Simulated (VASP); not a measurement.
A run of VASP 6.6.1:

The input INCAR:

```
SYSTEM = Pb
ALGO = Normal ; EDIFF = 1E-6
ENCUT = 520 ; GGA = PE
ISIF = 2 ; ISMEAR = -1
LASPH = .True. ; LCHARG = .True.
LELF = .True. ; LREAL = .False.
LVHAR = .True. ; LWAVE = .False.
NBANDS = 13 ; NELM = 100
PREC = Accurate ; SIGMA = 0.025
```

KPOINTS

```
k-points
0
Gamma
  9 9 9
  0 0 0
```

File POSCAR:

```
Pb
1.0
    0.0000000000      2.4750200000      2.4750200000
    2.4750200000      0.0000000000      2.4750200000
    2.4750200000      2.4750200000      0.0000000000
Pb
1
Direct
    0.0000000000      0.0000000000      0.0000000000
```

Potentials or basis: VASP PAW PBE potentials, release 64 (Pb_d).

The run is started by

```bash
$ cat potpaw_PBE.64/Pb_d/POTCAR > POTCAR
$ mpirun -np 1 vasp_std > vasp.out
```

Hardware: 1 thread of Intel Xeon 6975P-C, on a shared host.

**Question.** How long does it take, and how much memory?

**Answer.** It took 20 s on 1 thread of Intel Xeon 6975P-C (shared host), peak memory 0.16 GiB. Counts: scf iterations 10, k points 35.
